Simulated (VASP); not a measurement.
# InP (F-43m) in VASP: a series of runs, part 2 of 2

VASP 6.6.1. Earlier steps stand in the parts before.

## (4) Single point, PBE

File INCAR:

```
SYSTEM = InP
PREC = Accurate
ENCUT = 520
EDIFF = 1E-6
ISMEAR = 0
SIGMA = 0.02
LREAL = Auto
LASPH = .TRUE.
NELM = 60
ALGO = Normal
ISIF = 2
LWAVE = .FALSE.
LCHARG = .FALSE.
GGA = PE
NBANDS = 166
```

File KPOINTS:

```
regular mesh
0
G
  1 1 1
  0 0 0
```

File POSCAR:

```
InP
1.0
   -5.9597880289      5.9597880289      5.9597880289
    5.9597880289     -5.9597880289      5.9597880289
    5.9597880289      5.9597880289     -5.9597880289
In P
16 16
Direct
    0.5000000000      0.5000000000      0.0000000000
    0.5000000000      0.7500000000      0.7500000000
    0.5000000000      0.0000000000      0.5000000000
    0.7500000000      0.2500000000      0.0000000000
    0.5000000000      0.2500000000      0.2500000000
    0.7500000000      0.5000000000      0.7500000000
    0.7500000000      0.7500000000      0.5000000000
    0.0000000000      0.0000000000      0.0000000000
    0.7500000000      0.0000000000      0.2500000000
    0.0000000000      0.2500000000      0.7500000000
    0.0000000000      0.5000000000      0.5000000000
    0.2500000000      0.7500000000      0.0000000000
    0.0000000000      0.7500000000      0.2500000000
    0.2500000000      0.0000000000      0.7500000000
    0.2500000000      0.2500000000      0.5000000000
    0.2500000000      0.5000000000      0.2500000000
    0.2500000000      0.5000000000      0.0000000000
    0.2500000000      0.7500000000      0.7500000000
    0.2500000000      0.0000000000      0.5000000000
    0.5000000000      0.2500000000      0.0000000000
    0.2500000000      0.2500000000      0.2500000000
    0.5000000000      0.5000000000      0.7500000000
    0.5000000000      0.7500000000      0.5000000000
    0.7500000000      0.0000000000      0.0000000000
    0.5000000000      0.0000000000      0.2500000000
    0.7500000000      0.2500000000      0.7500000000
    0.7500000000      0.5000000000      0.5000000000
    0.0000000000      0.7500000000      0.0000000000
    0.7500000000      0.7500000000      0.2500000000
    0.0000000000      0.0000000000      0.7500000000
    0.0000000000      0.2500000000      0.5000000000
    0.0000000000      0.5000000000      0.2500000000
```

On the command line:

```
$ cat potpaw_PBE.64/In_d/POTCAR potpaw_PBE.64/P/POTCAR > POTCAR
$ mpirun -np 1 vasp_gam > vasp.out
```

It took 2.9 min on 1 thread of AMD EPYC 7R13 (Zen 3), shared host; peak memory 0.89 GiB.

It converged, with:

- Free energy: -131.5761 eV
- Pressure: 0.1 GPa
- Band gap on the k mesh: 0.41 eV

Levels at points of the mesh, in eV from the valence-band top:
| k point | band 141 | band 142 | band 143 | band 144 | band 145 | band 146 | band 147 | band 148 |
| --- | --- | --- | --- | --- | --- | --- | --- | --- |
| (0.00, 0.00, 0.00) | -0.96 | 0.00 | 0.00 | 0.00 | 0.41 | 1.80 | 1.80 | 1.80 |

Caveat: the k points lie up to 0.75 Å⁻¹ apart; spin-orbit coupling is left out, which moves the levels of the heavy elements. A hybrid or GW would open this gap; PBE tends to underestimate it.

## (5) Single point, PBE

This run uses another cell than the first one: it holds 54 atoms, not 32.

File INCAR:

```
SYSTEM = InP
PREC = Accurate
ENCUT = 520
EDIFF = 1E-6
ISMEAR = 0
SIGMA = 0.02
LREAL = Auto
LASPH = .True.
NELM = 60
ALGO = Normal
ISIF = 2
LWAVE = .False.
LCHARG = .False.
GGA = PE
NBANDS = 276
```

File KPOINTS:

```
regular mesh
0
Gamma
  1 1 1
  0 0 0
```

File POSCAR:

```
InP
1.0
    0.0000000000      8.9396820441      8.9396820441
    8.9396820441      0.0000000000      8.9396820441
    8.9396820441      8.9396820441      0.0000000000
In P
27 27
Direct
    0.3333333333      0.0000000000      0.0000000000
    0.3333333333      0.0000000000      0.3333333333
    0.3333333333      0.0000000000      0.6666666667
    0.3333333333      0.3333333333      0.0000000000
    0.3333333333      0.3333333333      0.3333333333
    0.3333333333      0.3333333333      0.6666666667
    0.3333333333      0.6666666667      0.0000000000
    0.3333333333      0.6666666667      0.3333333333
    0.3333333333      0.6666666667      0.6666666667
    0.6666666667      0.0000000000      0.0000000000
    0.6666666667      0.0000000000      0.3333333333
    0.6666666667      0.0000000000      0.6666666667
    0.6666666667      0.3333333333      0.0000000000
    0.6666666667      0.3333333333      0.3333333333
    0.6666666667      0.3333333333      0.6666666667
    0.6666666667      0.6666666667      0.0000000000
    0.6666666667      0.6666666667      0.3333333333
    0.6666666667      0.6666666667      0.6666666667
    0.0000000000      0.0000000000      0.0000000000
    0.0000000000      0.0000000000      0.3333333333
    0.0000000000      0.0000000000      0.6666666667
    0.0000000000      0.3333333333      0.0000000000
    0.0000000000      0.3333333333      0.3333333333
    0.0000000000      0.3333333333      0.6666666667
    0.0000000000      0.6666666667      0.0000000000
    0.0000000000      0.6666666667      0.3333333333
    0.0000000000      0.6666666667      0.6666666667
    0.0833333333      0.0833333333      0.0833333333
    0.0833333333      0.0833333333      0.4166666667
    0.0833333333      0.0833333333      0.7500000000
    0.0833333333      0.4166666667      0.0833333333
    0.0833333333      0.4166666667      0.4166666667
    0.0833333333      0.4166666667      0.7500000000
    0.0833333333      0.7500000000      0.0833333333
    0.0833333333      0.7500000000      0.4166666667
    0.0833333333      0.7500000000      0.7500000000
    0.4166666667      0.0833333333      0.0833333333
    0.4166666667      0.0833333333      0.4166666667
    0.4166666667      0.0833333333      0.7500000000
    0.4166666667      0.4166666667      0.0833333333
    0.4166666667      0.4166666667      0.4166666667
    0.4166666667      0.4166666667      0.7500000000
    0.4166666667      0.7500000000      0.0833333333
    0.4166666667      0.7500000000      0.4166666667
    0.4166666667      0.7500000000      0.7500000000
    0.7500000000      0.0833333333      0.0833333333
    0.7500000000      0.0833333333      0.4166666667
    0.7500000000      0.0833333333      0.7500000000
    0.7500000000      0.4166666667      0.0833333333
    0.7500000000      0.4166666667      0.4166666667
    0.7500000000      0.4166666667      0.7500000000
    0.7500000000      0.7500000000      0.0833333333
    0.7500000000      0.7500000000      0.4166666667
    0.7500000000      0.7500000000      0.7500000000
```

Potentials or basis: VASP PAW PBE potentials, release 64 (In_d, P).

On the command line:

```
$ cat potpaw_PBE.64/In_d/POTCAR potpaw_PBE.64/P/POTCAR > POTCAR
$ mpirun -np 1 vasp_gam > vasp.out
```

OUTCAR:

```text
SYSTEM = InP
   PREC = Accurate
   ENCUT = 520
   EDIFF = 1E-6
   ISMEAR = 0
   LREAL = Auto
   LASPH = .True.
   NELM = 60
   ISIF = 2
   GGA = PE

 ion  position               nearest neighbor table
   1  0.333  0.000  0.000-  28 2.58  37 2.58  39 2.58  43 2.58
   2  0.333  0.000  0.333-  29 2.58  37 2.58  44 2.58  38 2.58
   3  0.333  0.000  0.667-  30 2.58  38 2.58  39 2.58  45 2.58
   4  0.333  0.333  0.000-  31 2.58  37 2.58  42 2.58  40 2.58
   5  0.333  0.333  0.333-  32 2.58  38 2.58  40 2.58  41 2.58
   6  0.333  0.333  0.667-  33 2.58  39 2.58  41 2.58  42 2.58
[... 54 lines left out ...]
 A1 = (   0.0000000000,   8.9396820441,   8.9396820441)
 A2 = (   8.9396820441,   0.0000000000,   8.9396820441)
 A3 = (   8.9396820441,   8.9396820441,   0.0000000000)

Analysis of symmetry for initial positions (statically):
=====================================================================
 Subroutine PRICEL returns following result:

  LATTYP: Found a face centered cubic cell.
 ALAT       =     5.9597880288

  Lattice vectors:

 A1 = (   0.0000000000,   2.9798940144,   2.9798940144)
 A2 = (   2.9798940144,   0.0000000000,   2.9798940144)
 A3 = (   2.9798940144,   2.9798940144,   0.0000000000)

[... 169 lines left out ...]
      3      -9.5668      2.00000
      4      -9.5668      2.00000
      5      -9.5668      2.00000
      6      -9.5668      2.00000
[... 247 lines left out ...]
    254       6.8195      0.00000
    255       6.8195      0.00000
 [bands above 255 left out]

------------------------ aborting loop because EDIFF is reached ----------------------------------------

  FORCE on cell =-STRESS in cart. coord.  units (eV):
  Direction    XX          YY          ZZ          XY          YZ          ZX
  --------------------------------------------------------------------------------------
  -------------------------------------------------------------------------------------
  Total        6.0112982      6.0112982      6.0112982      0.0000000     -0.0000000      0.0000000
  in kB        6.7403530      6.7403530      6.7403530      0.0000000     -0.0000000      0.0000000
  external PRESSURE =       6.7403530 kB  Pullay stress =       0.0000000 kB

 VOLUME and BASIS-vectors are now :
 -----------------------------------------------------------------------------
  energy-cutoff  :      520.00
  volume of cell :     1428.88
      direct lattice vectors                 reciprocal lattice vectors
     0.000000000  8.939682044  8.939682044    -0.055930401  0.055930401  0.055930401
     8.939682044  0.000000000  8.939682044     0.055930401 -0.055930401  0.055930401
     8.939682044  8.939682044  0.000000000     0.055930401  0.055930401 -0.055930401

 POSITION                                       TOTAL-FORCE (eV/Angst)
 -----------------------------------------------------------------------------------
      0.00000      2.97989      2.97989        -0.000000     -0.000000     -0.000000
      2.97989      5.95979      2.97989        -0.000000     -0.000000     -0.000000
      5.95979      8.93968      2.97989        -0.000000      0.000000     -0.000000
      2.97989      2.97989      5.95979         0.000000     -0.000000     -0.000000
      5.95979      5.95979      5.95979        -0.000000     -0.000000     -0.000000
      8.93968      8.93968      5.95979        -0.000000      0.000000     -0.000000
[... 46 lines left out ...]
     10.42963     10.42963     13.40952         0.000000      0.000000      0.000000
     13.40952     13.40952     13.40952        -0.000000      0.000000      0.000000
 -----------------------------------------------------------------------------------
    total drift:                               -0.000007     -0.000007     -0.000008

  FREE ENERGIE OF THE ION-ELECTRON SYSTEM (eV)
  ---------------------------------------------------
  free  energy   TOTEN  =      -216.6277794979 eV

  energy  without entropy=     -216.6277794979  energy(sigma->0) =     -216.62777950
```

Wall time 15 min (1 thread of AMD EPYC 7R43 (Zen 3), shared host); peak memory 1.5 GiB.

Results:

```yaml
Free_energy: -216.6278 eV
Pressure: 0.7 GPa
Band_gap_on_the_k_mesh: 0.40 eV
```

Caveat: the k points lie up to 0.61 Å⁻¹ apart; spin-orbit coupling is left out, which moves the levels of the heavy elements. A k mesh can miss the band edges.

## (6) The runs side by side

```tsv
cell	gap on the mesh (eV)	pressure (GPa)
a = 10.323 Å, angles 109.5°, 32 atoms	0.41	0.1
a = 8.428 Å, angles 60.0°, 16 atoms	0.32	3.5
a = 12.643 Å, angles 60.0°, 54 atoms	0.40	0.7
```

Alike in all rows: task single point; level PBE; potentials or basis VASP PAW PBE potentials, release 64 (In_d, P); no spin polarisation; k mesh 1 × 1 × 1; cutoff (eV) 520; smearing gaussian 0.02 eV.

Caveats: all runs use coarse meshes; spin-orbit coupling is left out, which moves the levels of the heavy elements.

Absolute energies hang on the potentials; compare differences alone.
